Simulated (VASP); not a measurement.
# HfCl4F (P4/mmm) in VASP: notebook

The runs below take HfCl4F through relaxation of cell and atoms, single point, with PBE.

Program: VASP 6.6.1. These are calculated values, not measurements. Logs are shortened: lines on timing, memory, paths and dates and some standing lists are left out, and cuts for length are marked.

## 1. The cell of the first run

Symmetry: P4/mmm, No. 123, tetragonal system. The conventional cell has a = 5.061 Å, b = 5.061 Å, c = 7.136 Å, α = 90.00°, β = 90.00°, γ = 90.00°. Hf (site symmetry 4/mmm) has 8 Cl at 3.10 Å within 4.1 Å. Cl (site symmetry 2mm) has 2 F at 3.09 Å and 2 Hf at 3.10 Å and 6 Cl at 3.55 to 3.58 Å within 4.1 Å. F (site symmetry 4/mmm) has 8 Cl at 3.09 Å within 4.1 Å.

The cell was built from a structure type or drawn by symmetry, and may not be a known phase.

## 2. Relaxation of cell and atoms, PBE

INCAR reads:

```
SYSTEM = HfCl4F
PREC = Accurate
ENCUT = 600
EDIFF = 1E-7
ISMEAR = 0
SIGMA = 0.1
LREAL = .FALSE.
LASPH = .TRUE.
NELM = 100
ALGO = Normal
ISIF = 3
LWAVE = .FALSE.
LCHARG = .FALSE.
GGA = PE
IBRION = 2
NSW = 90
EDIFFG = -0.04
```

KPOINTS reads:

```
regular mesh
0
G
  4 4 4
  0 0 0
```

POSCAR reads:

```
HfCl4F
1.0
    5.0606920500      0.0000000000      0.0000000000
    0.0000000000      5.0606920500      0.0000000000
    0.0000000000      0.0000000000      7.1362503000
Hf Cl F
1 4 1
Direct
    0.0000000000      0.0000000000      0.0000000000
    0.5000000000      0.0000000000      0.7490356600
    0.0000000000      0.5000000000      0.2509643400
    0.5000000000      0.0000000000      0.2509643400
    0.0000000000      0.5000000000      0.7490356600
    0.5000000000      0.5000000000      0.5000000000
```

Potentials or basis: VASP PAW PBE potentials, release 64 (Hf_pv, Cl, F).

Command:

```sh
cat potpaw_PBE.64/Hf_pv/POTCAR potpaw_PBE.64/Cl/POTCAR potpaw_PBE.64/F/POTCAR > POTCAR
mpirun -np 1 vasp_std > vasp.out
```

OUTCAR:

```text
SYSTEM = HfCl4F
   PREC = Accurate
   ENCUT = 600
   EDIFF = 1E-7
   ISMEAR = 0
   LREAL = .FALSE.
   LASPH = .TRUE.
   NELM = 100
   ISIF = 3
   GGA = PE
   IBRION = 2
   NSW = 90
   EDIFFG = -0.04

 ion  position               nearest neighbor table
   1  0.000  0.000  0.000-   2 3.10   3 3.10   4 3.10   5 3.10   3 3.10   5 3.10   2 3.10   4 3.10

   2  0.500  0.000  0.749-   1 3.10   1 3.10
   3  0.000  0.500  0.251-   1 3.10   1 3.10
   4  0.500  0.000  0.251-   1 3.10   1 3.10
   5  0.000  0.500  0.749-   1 3.10   1 3.10
   6  0.500  0.500  0.500-

  LATTYP: Found a simple tetragonal cell.
 ALAT       =     5.0606920500
 C/A-ratio  =     1.4101332840

  Lattice vectors:

 A1 = (   5.0606920500,   0.0000000000,   0.0000000000)
 A2 = (   0.0000000000,   5.0606920500,   0.0000000000)
 A3 = (   0.0000000000,   0.0000000000,   7.1362503000)

Analysis of symmetry for initial positions (statically):
=====================================================================
 Subroutine PRICEL returns:
 Original cell was already a primitive cell.

 Routine SETGRP: Setting up the symmetry group for a
 simple tetragonal supercell.

 Subroutine GETGRP returns: Found 16 space group operations
 (whereof 16 operations were pure point group operations)
 out of a pool of 16 trial point group operations.

The static configuration has the point symmetry D_4h.

Analysis of symmetry for dynamics (positions and initial velocities):
=====================================================================
 Subroutine PRICEL returns:
 Original cell was already a primitive cell.

 Routine SETGRP: Setting up the symmetry group for a
 simple tetragonal supercell.

 Subroutine GETGRP returns: Found 16 space group operations
 (whereof 16 operations were pure point group operations)
 out of a pool of 16 trial point group operations.

The dynamic configuration has the point symmetry D_4h.

 Subroutine INISYM returns: Found 16 space group operations
 (whereof 16 operations are pure point group operations),
 and found     1 'primitive' translations

----------------------------------------------------------------------------------------

                                     Primitive cell

  volume of cell :     182.7637

  direct lattice vectors                    reciprocal lattice vectors
     5.060692050  0.000000000  0.000000000     0.197601433  0.000000000  0.000000000
     0.000000000  5.060692050  0.000000000     0.000000000  0.197601433  0.000000000
     0.000000000  0.000000000  7.136250300     0.000000000  0.000000000  0.140129614

  length of vectors
     5.060692050  5.060692050  7.136250300     0.197601433  0.197601433  0.140129614

  position of ions in fractional coordinates (direct lattice)
     0.000000000  0.000000000  0.000000000
     0.500000000  0.000000000  0.749035660
     0.000000000  0.500000000  0.250964340
     0.500000000  0.000000000  0.250964340
     0.000000000  0.500000000  0.749035660
     0.500000000  0.500000000  0.500000000

  ion indices of the primitive-cell ions
   primitive index   ion index
                 1           1
                 2           2
                 3           3
                 4           4
                 5           5
                 6           6

----------------------------------------------------------------------------------------

 KPOINTS: regular mesh

Automatic generation of k-mesh.
 Grid dimensions read from file:
 generate k-points for:    4    4    4

 Generating k-lattice:

  Cartesian coordinates                     Fractional coordinates (reciprocal lattice)
     0.049400358  0.000000000  0.000000000     0.250000000  0.000000000  0.000000000
     0.000000000  0.049400358  0.000000000     0.000000000  0.250000000  0.000000000
     0.000000000  0.000000000  0.035032404     0.000000000  0.000000000  0.250000000

  Length of vectors
     0.049400358  0.049400358  0.035032404

  Shift w.r.t. Gamma in fractional coordinates (k-lattice)
     0.000000000  0.000000000  0.000000000

 Subroutine IBZKPT returns following result:
 ===========================================

 Found     18 irreducible k-points:

 Following reciprocal coordinates:
            Coordinates               Weight
  0.000000  0.000000  0.000000      1.000000
  0.250000  0.000000  0.000000      4.000000
  0.500000  0.000000  0.000000      2.000000
  0.250000  0.250000  0.000000      4.000000
  0.500000  0.250000  0.000000      4.000000
  0.500000  0.500000  0.000000      1.000000
[... 10 lines left out ...]
  0.500000  0.250000  0.500000      4.000000
  0.500000  0.500000  0.500000      1.000000
   k-points           NKPTS =     18   k-points in BZ     NKDIM =     18   number of bands    NBANDS=     27
   number of dos      NEDOS =    301   number of ions     NIONS =      6
   total plane-waves  NPLWV =  96000
   dimension x,y,z NGX =    40 NGY =   40 NGZ =   60
   dimension x,y,z NGXF=    80 NGYF=   80 NGZF=  120
   ions per type =               1   4   1
   NGX,Y,Z   is equivalent  to a cutoff of  13.14, 13.14, 13.98 a.u.
   NGXF,Y,Z  is equivalent  to a cutoff of  26.28, 26.28, 27.96 a.u.
 SYSTEM =  HfCl4F
   PREC   = accura    normal or accurate (medium, high low for compatibility)
   ISTART =      0    job   : 0-new  1-cont  2-samecut
   ICHARG =      2    charge: 1-file 2-atom 10-const
   ISPIN  =      1    spin polarized calculation?
   LNONCOLLINEAR =      F non collinear calculations
   LSORBIT =      F    spin-orbit coupling
   LASPH  =      T    aspherical Exc in radial PAW
   ENCUT  =  600.0 eV  44.10 Ry    6.64 a.u.  10.11 10.11 14.25*2*pi/ulx,y,z
   NELM   =    100;   NELMIN=  2; NELMDL= -5     # of ELM steps
   EDIFF  = 0.1E-06   stopping-criterion for ELM
   LREAL  =      F    real-space projection
   EDIFFG = -.4E-01   stopping-criterion for IOM
   NSW    =     90    number of steps for IOM
   IBRION =      2    ionic relax: 0-MD 1-quasi-New 2-CG
   NFREE  =      1    steps in history (QN), initial steepest desc. (CG)
   ISIF   =      3    stress and relaxation
   ISYM   =      2    0-nonsym 1-usesym 2-fastsym
   POTIM  = 0.5000    time-step for ionic-motion
   TEBEG  =    0.0;   TEEND  =   0.0 temperature during run
   PSTRESS=    0.0 pullay stress
   NELECT =      45.0000    total number of electrons
   NUPDOWN=      -1.0000    fix difference up-down
   EMIN   =  10.00;   EMAX   =-10.00  energy-range for DOS
   EFERMI =   0.00;   METHOD = LEGACY
   ISMEAR =     0;   SIGMA  =   0.10  broadening in eV -4-tet -1-fermi 0-gaus
   EFERMI_NEDOS =   21; number of points for ismear=-14 and -15
   IALGO  =     38    algorithm
   IMIX   =      4    mixing-type and parameters
     AMIX     =   0.40;   BMIX     =  1.00
     AMIX_MAG =   1.60;   BMIX_MAG =  1.00
  volume/ion in A,a.u.               =      30.46       205.56
  Fermi-wavevector in a.u.,A,eV,Ry     =   1.026083  1.939015 14.324836  1.052846
  Thomas-Fermi vector in A             =   2.159957
   LORBIT       =      0    0 simple, 1 ext, 2 COOP (PROOUT), +10 PAW based schemes
   GGA     = PE    functional components
   LHFCALC =     F    Hartree Fock is set to
   AEXX    =    0.0000 exact exchange contribution
   IVDW    =     0    specifies the selected vdW correction
   LEPSILON=     F    determine dielectric tensor
   LRPA    =     F    only Hartree local field effects (RPA)
 conjugate gradient relaxation of ions
 non-spin polarized calculation
 Gauss-broadening in eV      SIGMA  =   0.10
  energy-cutoff  :      600.00
  volume of cell :      182.76
 maximum number of plane-waves:      6128
   NGX = 21   NGY = 21   NGZ = 29

--------------------------------------- Ionic step        1  -------------------------------------------

 number of electron      45.0000019 magnetization

 Free energy of the ion-electron system (eV)
  ---------------------------------------------------
  ext. energy  EPLUGINS =         0.00000000
  ---------------------------------------------------
  free energy    TOTEN  =       -21.68178021 eV

  energy without entropy =      -21.61687946  energy(sigma->0) =      -21.64932983

 E-fermi :  -1.2143     XC(G=0):  -7.6576

 val. band max:       -1.2207013411   @ k =   0.0000   0.0000   0.2500
 cond. band min:      -1.2132811580   @ k =   0.5000   0.2500   0.0000
 fundamental gap:      0.0074201831
 Fermi energy:        -1.2143321029

 k-point     1 :       0.0000    0.0000    0.0000
  band No.  band energies     occupation
      1     -34.6358      2.00000
      2     -34.5467      2.00000
      3     -34.5467      2.00000
      4     -20.3523      2.00000
      5     -14.8816      2.00000
      6     -14.6095      2.00000
[... 642 lines left out ...]
  FREE ENERGIE OF THE ION-ELECTRON SYSTEM (eV)
  ---------------------------------------------------
  free  energy   TOTEN  =       -25.5102580603 eV

  energy  without entropy=      -25.4757042338  energy(sigma->0) =      -25.49298115

[... ionic steps 4 to 12 ...]

--------------------------------------- Ionic step       13  -------------------------------------------

 number of electron      45.0000004 magnetization

------------------------ aborting loop because EDIFF is reached ----------------------------------------

  FORCE on cell =-STRESS in cart. coord.  units (eV):
  Direction    XX          YY          ZZ          XY          YZ          ZX
  --------------------------------------------------------------------------------------
  -------------------------------------------------------------------------------------
  Total        0.2987527      0.2987527      0.2411149      0.0000000     -0.0000000      0.0000000
  in kB        3.6271614      3.6271614      2.9273801      0.0000000     -0.0000000      0.0000000
  external PRESSURE =       3.3939010 kB  Pullay stress =       0.0000000 kB
[... 65 lines left out ...]
  energy  without entropy=      -25.7451904346  energy(sigma->0) =      -25.76840595

--------------------------------------- Ionic step       15  -------------------------------------------

 number of electron      45.0000003 magnetization

 Free energy of the ion-electron system (eV)
  ---------------------------------------------------
  ext. energy  EPLUGINS =         0.00000000
  ---------------------------------------------------
  free energy    TOTEN  =       -25.79350190 eV

  energy without entropy =      -25.74792811  energy(sigma->0) =      -25.77071500

 E-fermi :   0.9422     XC(G=0):  -8.8585

 val. band max:        0.9376591795   @ k =   0.2500   0.2500   0.2500
 cond. band min:       0.9499566026   @ k =   0.2500   0.0000   0.0000
 fundamental gap:      0.0122974230
 Fermi energy:         0.9422157877

 k-point     1 :       0.0000    0.0000    0.0000
  band No.  band energies     occupation
      1     -30.7412      2.00000
      2     -30.6430      2.00000
      3     -30.6430      2.00000
      4     -18.1515      2.00000
      5     -14.4958      2.00000
      6     -13.7151      2.00000
[... 562 lines left out ...]
  FREE ENERGIE OF THE ION-ELECTRON SYSTEM (eV)
  ---------------------------------------------------
  free  energy   TOTEN  =       -25.7935018953 eV

  energy  without entropy=      -25.7479281122  energy(sigma->0) =      -25.77071500

 reached required accuracy - stopping structural energy minimisation
```

Wall time 12 min (1 thread of Intel Xeon 6975P-C (Granite Rapids), shared host); peak memory 0.39 GiB.

Results:

* Free energy: -25.7935 eV
* Relaxed volume: 22.13 Å³/atom
* Relaxed cell: a = 4.301 Å, b = 4.301 Å, c = 7.177 Å, α = 90.00°, β = 90.00°, γ = 90.00°
* Space group after relaxing (to 0.1 Å): P4/mmm (No. 123)
* Energy gained by relaxing: 685.3 meV/atom
* Ionic steps: 15
* Pressure after relaxing: 0.0 GPa
* Largest force after relaxing: 0.016 eV/Å
* Band gap on the k mesh: zero (an odd number of electrons rules out a gap without spin polarisation)

Forces in eV/Å, atoms in the order of the input:
```
Hf   0.000  0.000  0.000
Cl   0.000  0.000  0.016
Cl   0.000  0.000 -0.016
Cl   0.000  0.000 -0.016
Cl   0.000  0.000  0.016
F    0.000  0.000  0.000
```

The path:
```csv
step,energy change (eV),largest force (eV/Å),pressure (GPa),volume (Å³)
1,0.0000,1.7311,-11.42,182.76
2,-3.6099,0.8381,-4.91,131.15
3,-3.8285,0.3000,0.43,120.59
4,-3.8268,0.2317,1.12,119.52
5,-3.9247,0.2824,1.60,119.64
6,-3.9640,0.3376,2.55,119.62
7,-4.0388,0.4224,0.20,125.20
8,-4.0523,0.4747,-0.99,128.63
9,-4.0983,0.0970,-0.09,129.44
10,-4.1001,0.0043,0.13,129.63
11,-4.1046,0.0022,0.17,130.17
12,-4.1109,0.0231,0.32,131.76
13,-4.1110,0.0247,0.34,131.96
14,-4.1098,0.0791,-0.51,134.02
15,-4.1117,0.0156,0.00,132.76
```

Final structure:
```cif
data_structure
_symmetry_space_group_name_H-M 'P 1'
_symmetry_Int_Tables_number 1
_cell_length_a 4.3009
_cell_length_b 4.3009
_cell_length_c 7.1769
_cell_angle_alpha 90.000
_cell_angle_beta 90.000
_cell_angle_gamma 90.000
_cell_volume 132.76
loop_
_atom_site_label
_atom_site_type_symbol
_atom_site_fract_x
_atom_site_fract_y
_atom_site_fract_z
_atom_site_occupancy
Hf1 Hf 0.00000 0.00000 0.00000 1
Cl1 Cl 0.50000 0.00000 0.79000 1
Cl2 Cl 0.00000 0.50000 0.21000 1
Cl3 Cl 0.50000 0.00000 0.21000 1
Cl4 Cl 0.00000 0.50000 0.79000 1
F1 F 0.50000 0.50000 0.50000 1
```

Caveat: the volume moved by over 15 % at a fixed basis, so the end points are rough; spin-orbit coupling is left out, which moves the levels of the heavy elements; an odd number of electrons without spin polarisation forces a metal; a magnetic or distorted state may lie lower.

## 3. Single point, PBE

This run uses another cell than the first one, of 22.35 Å³/atom.

INCAR reads:

```
PREC = Accurate ; ENCUT = 520
EDIFF = 1E-6 ; ISMEAR = 0
SIGMA = 0.1 ; LREAL = F
LASPH = T ; NELM = 100
ALGO = Normal ; ISIF = 2
LWAVE = F ; LCHARG = T
GGA = PE ; LELF = T
LVHAR = T ; NBANDS = 32
```

KPOINTS reads:

```
regular mesh
0
Gamma
  10 10 6
```

POSCAR reads:

```
HfCl4F
1.0
    4.3182592868      0.0000000000      0.0000000000
    0.0000000000      4.3182592868      0.0000000000
    0.0000000000      0.0000000000      7.1918768813
Hf Cl F
1 4 1
Direct
    0.0000000000      0.0000000000      0.0000000000
    0.5000000000      0.0000000000      0.7903878342
    0.0000000000      0.5000000000      0.2096121658
    0.5000000000      0.0000000000      0.2096121658
    0.0000000000      0.5000000000      0.7903878342
    0.5000000000      0.5000000000      0.5000000000
```

Potentials or basis: VASP PAW PBE potentials, release 64 (Hf_pv, Cl, F).

Command:

```sh
cat potpaw_PBE.64/Hf_pv/POTCAR potpaw_PBE.64/Cl/POTCAR potpaw_PBE.64/F/POTCAR > POTCAR
mpirun -np 1 vasp_std > vasp.out
```

It took 2.7 min on 1 thread of Intel Xeon 6975P-C (Granite Rapids), shared host; peak memory 0.43 GiB.

The run converged. Its results:

```yaml
Free_energy: -25.7710 eV
Pressure: -0.6 GPa
Largest_force: 0.064 eV/Å
Band_gap_on_the_k_mesh: zero (an odd number of electrons rules out a gap without spin polarisation)
```

Forces on the atoms (eV/Å):
```
Hf   0.000  0.000  0.000
Cl   0.000  0.000  0.064
Cl   0.000  0.000 -0.064
Cl   0.000  0.000 -0.064
Cl   0.000  0.000  0.064
F    0.000  0.000  0.000
```

Stress tensor (GPa, compression positive):
```
-0.63  0.00  0.00
 0.00 -0.63  0.00
 0.00  0.00 -0.51
```

Levels at points of the mesh, in eV from the Fermi level:
```csv
k point,band 21,band 22,band 23,band 24,band 25,band 26
"(0.00, 0.00, 0.00)",-0.24,-0.24,-0.11,1.64,1.92,5.10
"(0.50, 0.00, 0.00)",-0.41,-0.37,0.06,1.94,2.98,3.98
"(0.50, 0.50, 0.00)",-0.24,0.04,0.33,2.02,2.72,3.68
"(0.00, 0.00, 0.50)",-0.47,-0.09,-0.09,1.73,1.92,5.07
"(0.50, 0.00, 0.50)",-0.22,-0.18,0.06,1.95,2.94,3.93
"(0.50, 0.50, 0.50)",-0.11,0.05,0.32,2.05,2.93,3.66
```

Caveat: spin-orbit coupling is left out, which moves the levels of the heavy elements; an odd number of electrons without spin polarisation forces a metal; a magnetic or distorted state may lie lower.

(Continued in part 2 of 2.)
